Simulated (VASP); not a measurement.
# Zn4Se3S in VASP: a series of runs, part 2 of 2

VASP 6.6.1. Earlier steps stand in the parts before.

**5. Single point, PBE**

INCAR

```
  PREC = Accurate
  ENCUT = 520
  EDIFF = 1E-7
  ISMEAR = 0
  SIGMA = 0.02
  LREAL = F
  LASPH = T
  NELM = 60
  ALGO = Normal
  ISIF = 2
  LWAVE = F
  LCHARG = F
  GGA = PE
  NBANDS = 46
```

KPOINTS

```
regular mesh
0
Gamma
  12 12 2
```

POSCAR

```
Zn4Se3S
1.0
    3.9992222959     -0.0000000289      0.0000000000
   -1.9996111229      3.4634281180      0.0000000000
    0.0000000000      0.0000000000     13.1057887000
Zn Se S
4 3 1
Direct
    0.0000000000      0.0000000000      0.0080550000
    0.0000000000      0.0000000000      0.4978470000
    0.3333333333      0.6666666667      0.2422830000
    0.6666666667      0.3333333333      0.7526160000
    0.0000000000      0.0000000000      0.6868370000
    0.3333333333      0.6666666667      0.4323320000
    0.6666666667      0.3333333333      0.9420630000
    0.0000000000      0.0000000000      0.1879670000
```

Potentials or basis: VASP PAW PBE potentials, release 64 (Zn, Se, S).

On the command line:

```bash
> cat potpaw_PBE.64/Zn/POTCAR potpaw_PBE.64/Se/POTCAR potpaw_PBE.64/S/POTCAR > POTCAR
> mpirun -np 1 vasp_std > vasp.out
```

OUTCAR:

```text
PREC = Accurate
   ENCUT = 520
   EDIFF = 1E-7
   ISMEAR = 0
   LREAL = F
   LASPH = T
   NELM = 60
   ISIF = 2
   GGA = PE

 ion  position               nearest neighbor table
   1  0.000  0.000  0.008-   8 2.36   7 2.47   7 2.47   7 2.47
   2  0.000  0.000  0.498-   6 2.46   6 2.46   6 2.46   5 2.48
   3  0.333  0.667  0.242-   8 2.42   8 2.42   8 2.42   6 2.49
   4  0.667  0.333  0.753-   5 2.46   5 2.46   5 2.46   7 2.48
   5  0.000  0.000  0.687-   4 2.46   4 2.46   4 2.46   2 2.48
   6  0.333  0.667  0.432-   2 2.46   2 2.46   2 2.46   3 2.49
   7  0.667  0.333  0.942-   1 2.47   1 2.47   1 2.47   4 2.48
   8  0.000  0.000  0.188-   1 2.36   3 2.42   3 2.42   3 2.42

  LATTYP: Found a hexagonal cell.
 ALAT       =     3.9992222959
 C/A-ratio  =     3.2770843255

  Lattice vectors:

 A1 = (   3.9992222959,  -0.0000000289,   0.0000000000)
 A2 = (  -1.9996111229,   3.4634281180,   0.0000000000)
 A3 = (   0.0000000000,   0.0000000000,  13.1057887000)

Analysis of symmetry for initial positions (statically):
=====================================================================
 Subroutine PRICEL returns:
 Original cell was already a primitive cell.

 Routine SETGRP: Setting up the symmetry group for a
 hexagonal supercell.

 Subroutine GETGRP returns: Found  6 space group operations
 (whereof  6 operations were pure point group operations)
 out of a pool of 24 trial point group operations.

The static configuration has the point symmetry C_3v.

Analysis of symmetry for dynamics (positions and initial velocities):
=====================================================================
 Subroutine PRICEL returns:
 Original cell was already a primitive cell.

 Routine SETGRP: Setting up the symmetry group for a
 hexagonal supercell.

 Subroutine GETGRP returns: Found  6 space group operations
 (whereof  6 operations were pure point group operations)
 out of a pool of 24 trial point group operations.

The dynamic configuration has the point symmetry C_3v.

 Subroutine INISYM returns: Found  6 space group operations
 (whereof  6 operations are pure point group operations),
 and found     1 'primitive' translations

----------------------------------------------------------------------------------------

                                     Primitive cell

  volume of cell :     181.5285

  direct lattice vectors                    reciprocal lattice vectors
     3.999222296 -0.000000029  0.000000000     0.250048617  0.144365634  0.000000000
    -1.999611123  3.463428118  0.000000000     0.000000002  0.288731271  0.000000000
     0.000000000  0.000000000 13.105788700     0.000000000  0.000000000  0.076302161

  length of vectors
     3.999222296  3.999222296 13.105788700     0.288731271  0.288731271  0.076302161

  position of ions in fractional coordinates (direct lattice)
     0.000000000  0.000000000  0.008055000
     0.000000000  0.000000000  0.497847000
     0.333333333  0.666666667  0.242283000
     0.666666667  0.333333333  0.752616000
     0.000000000  0.000000000  0.686837000
     0.333333333  0.666666667  0.432332000
     0.666666667  0.333333333  0.942063000
     0.000000000  0.000000000  0.187967000

[... 42 lines left out ...]
  0.250000 -0.000000  0.000000      6.000000
  0.333333 -0.000000  0.000000      6.000000
  0.416667  0.000000  0.000000      6.000000
[... 16 lines left out ...]
  0.250000 -0.000000  0.500000      6.000000
  0.333333 -0.000000  0.500000      6.000000
 [... further k-points ...]
   k-points           NKPTS =     38   k-points in BZ     NKDIM =     38   number of bands    NBANDS=     46
   number of dos      NEDOS =    301   number of ions     NIONS =      8
   total plane-waves  NPLWV =  88200
   dimension x,y,z NGX =    30 NGY =   30 NGZ =   98
   dimension x,y,z NGXF=    60 NGYF=   60 NGZF=  196
   ions per type =               4   3   1
   NGX,Y,Z   is equivalent  to a cutoff of  12.47, 12.47, 12.43 a.u.
   NGXF,Y,Z  is equivalent  to a cutoff of  24.94, 24.94, 24.86 a.u.
 SYSTEM =  unknown system
   PREC   = accura    normal or accurate (medium, high low for compatibility)
   ISTART =      0    job   : 0-new  1-cont  2-samecut
   ICHARG =      2    charge: 1-file 2-atom 10-const
   ISPIN  =      1    spin polarized calculation?
   LNONCOLLINEAR =      F non collinear calculations
   LSORBIT =      F    spin-orbit coupling
   LASPH  =      T    aspherical Exc in radial PAW
   ENCUT  =  520.0 eV  38.22 Ry    6.18 a.u.   7.44  7.44 24.37*2*pi/ulx,y,z
   NELM   =     60;   NELMIN=  2; NELMDL= -5     # of ELM steps
   EDIFF  = 0.1E-06   stopping-criterion for ELM
   LREAL  =      F    real-space projection
   EDIFFG = 0.1E-05   stopping-criterion for IOM
   NSW    =      0    number of steps for IOM
   IBRION =     -1    ionic relax: 0-MD 1-quasi-New 2-CG
   NFREE  =      0    steps in history (QN), initial steepest desc. (CG)
   ISIF   =      2    stress and relaxation
   ISYM   =      2    0-nonsym 1-usesym 2-fastsym
   POTIM  = 0.5000    time-step for ionic-motion
   TEBEG  =    0.0;   TEEND  =   0.0 temperature during run
   PSTRESS=    0.0 pullay stress
   NELECT =      72.0000    total number of electrons
   NUPDOWN=      -1.0000    fix difference up-down
   EMIN   =  10.00;   EMAX   =-10.00  energy-range for DOS
   EFERMI =   0.00;   METHOD = LEGACY
   ISMEAR =     0;   SIGMA  =   0.02  broadening in eV -4-tet -1-fermi 0-gaus
   EFERMI_NEDOS =   21; number of points for ismear=-14 and -15
   IALGO  =     38    algorithm
   IMIX   =      4    mixing-type and parameters
     AMIX     =   0.40;   BMIX     =  1.00
     AMIX_MAG =   1.60;   BMIX_MAG =  1.00
  volume/ion in A,a.u.               =      22.69       153.13
  Fermi-wavevector in a.u.,A,eV,Ry     =   1.202829  2.273018 19.684890  1.446799
  Thomas-Fermi vector in A             =   2.338600
   LORBIT       =      0    0 simple, 1 ext, 2 COOP (PROOUT), +10 PAW based schemes
   GGA     = PE    functional components
   LHFCALC =     F    Hartree Fock is set to
   AEXX    =    0.0000 exact exchange contribution
   IVDW    =     0    specifies the selected vdW correction
   LEPSILON=     F    determine dielectric tensor
   LRPA    =     F    only Hartree local field effects (RPA)
 non-spin polarized calculation
 Gauss-broadening in eV      SIGMA  =   0.02
  energy-cutoff  :      520.00
  volume of cell :      181.53
 maximum number of plane-waves:      4929
 NGX is ok and might be reduce to    30
   NGX = 15   NGY = 15   NGZ = 49

 number of electron      71.9999997 magnetization

 Free energy of the ion-electron system (eV)
  ---------------------------------------------------
  ext. energy  EPLUGINS =         0.00000000
  ---------------------------------------------------
  free energy    TOTEN  =       -24.86060858 eV

  energy without entropy =      -24.86060858  energy(sigma->0) =      -24.86060858

 E-fermi :   1.7015     XC(G=0):  -9.2488

 val. band max:        1.5713888409   @ k =   0.0000   0.0000   0.0000
 cond. band min:       2.8055085449   @ k =   0.0000   0.0000   0.0000
 fundamental gap:      1.2341197039
 Fermi energy:         1.7014743288

 k-point     1 :       0.0000    0.0000    0.0000
  band No.  band energies     occupation
      1     -11.5726      2.00000
      2     -11.2249      2.00000
      3     -11.2127      2.00000
      4     -10.8029      2.00000
      5      -5.0071      2.00000
      6      -5.0071      2.00000
[... 1165 lines left out ...]
     45       8.4697      0.00000
     46       8.4994      0.00000

 [... further k-points ...]

------------------------ aborting loop because EDIFF is reached ----------------------------------------

  FORCE on cell =-STRESS in cart. coord.  units (eV):
  Direction    XX          YY          ZZ          XY          YZ          ZX
  --------------------------------------------------------------------------------------
  -------------------------------------------------------------------------------------
  Total        0.2297910      0.2297910      0.2070329      0.0000000     -0.0000000      0.0000000
  in kB        2.0281435      2.0281435      1.8272799      0.0000000     -0.0000000      0.0000000
  external PRESSURE =       1.9611890 kB  Pullay stress =       0.0000000 kB

 VOLUME and BASIS-vectors are now :
 -----------------------------------------------------------------------------
  energy-cutoff  :      520.00
  volume of cell :      181.53
      direct lattice vectors                 reciprocal lattice vectors
     3.999222296 -0.000000029  0.000000000     0.250048617  0.144365634  0.000000000
    -1.999611123  3.463428118  0.000000000     0.000000002  0.288731271  0.000000000
     0.000000000  0.000000000 13.105788700     0.000000000  0.000000000  0.076302161

 POSITION                                       TOTAL-FORCE (eV/Angst)
 -----------------------------------------------------------------------------------
      0.00000      0.00000      0.10557         0.000000      0.000000      0.008599
      0.00000      0.00000      6.52468         0.000000     -0.000000      0.001438
      0.00000      2.30895      3.17531         0.000000     -0.000000     -0.003087
      1.99961      1.15448      9.86363        -0.000000      0.000000      0.001659
      0.00000      0.00000      9.00154        -0.000000      0.000000     -0.001215
      0.00000      2.30895      5.66605         0.000000     -0.000000     -0.004295
      1.99961      1.15448     12.34648        -0.000000      0.000000     -0.002373
      0.00000      0.00000      2.46346         0.000000      0.000000     -0.000727
 -----------------------------------------------------------------------------------
    total drift:                               -0.000001      0.000000      0.000766

  FREE ENERGIE OF THE ION-ELECTRON SYSTEM (eV)
  ---------------------------------------------------
  free  energy   TOTEN  =       -24.8606085804 eV

  energy  without entropy=      -24.8606085804  energy(sigma->0) =      -24.86060858
```

Wall time 3.6 min (1 thread of Intel Xeon 6975P-C (Granite Rapids), shared host); peak memory 0.45 GiB.

Results:

| Quantity | Value |
| --- | --- |
| Free energy | -24.8606 eV |
| Pressure | 0.2 GPa |
| Largest force | 0.009 eV/Å |
| Band gap on the k mesh | 1.23 eV |

Forces in eV/Å, atoms in the order of the input:
```
Zn   0.000  0.000  0.009
Zn   0.000  0.000  0.001
Zn   0.000  0.000 -0.003
Zn   0.000  0.000  0.002
Se   0.000  0.000 -0.001
Se   0.000  0.000 -0.004
Se   0.000  0.000 -0.002
S    0.000  0.000 -0.001
```

Levels at points of the mesh, in eV from the valence-band top:
```tsv
k point	band 33	band 34	band 35	band 36	band 37	band 38	band 39	band 40
(0.00, 0.00, 0.00)	-0.37	-0.18	0.00	0.00	1.23	2.40	2.72	2.93
(0.50, 0.00, 0.00)	-1.69	-1.46	-1.12	-0.88	2.66	2.80	3.19	3.81
(0.00, 0.00, 0.50)	-0.24	-0.24	-0.06	-0.06	2.06	2.30	2.60	2.73
(0.50, 0.00, 0.50)	-1.62	-1.52	-1.20	-1.01	3.05	3.16	3.32	3.51
```

**6. Overview**

```csv
cell,k mesh,smearing,gap on the mesh (eV),pressure (GPa),largest force (eV/Å)
"a = 3.999, b = 3.999, c = 13.106 Å, angles 90.0, 90.0, 120.0°, 8 atoms, atomic positions A",6 × 6 × 1,gaussian 0.1 eV,1.23,0.2,0.02
"a = 3.999, b = 3.999, c = 13.106 Å, angles 90.0, 90.0, 120.0°, 8 atoms, atomic positions A",6 × 6 × 2,gaussian 0.1 eV,1.23,0.2,0.01
"a = 4.000, b = 4.000, c = 13.097 Å, angles 90.0, 90.0, 120.0°, 8 atoms, atomic positions B",6 × 6 × 1,gaussian 0.1 eV,1.23,0.2,0.01
"a = 3.999, b = 3.999, c = 13.106 Å, angles 90.0, 90.0, 120.0°, 8 atoms, atomic positions A",12 × 12 × 2,gaussian 0.02 eV,1.23,0.2,0.01
```

Alike in all rows: task single point; level PBE; potentials or basis VASP PAW PBE potentials, release 64 (Zn, Se, S); no spin polarisation; cutoff (eV) 520.

Caveats: some runs use coarse meshes.

Absolute energies hang on the potentials; compare differences alone.
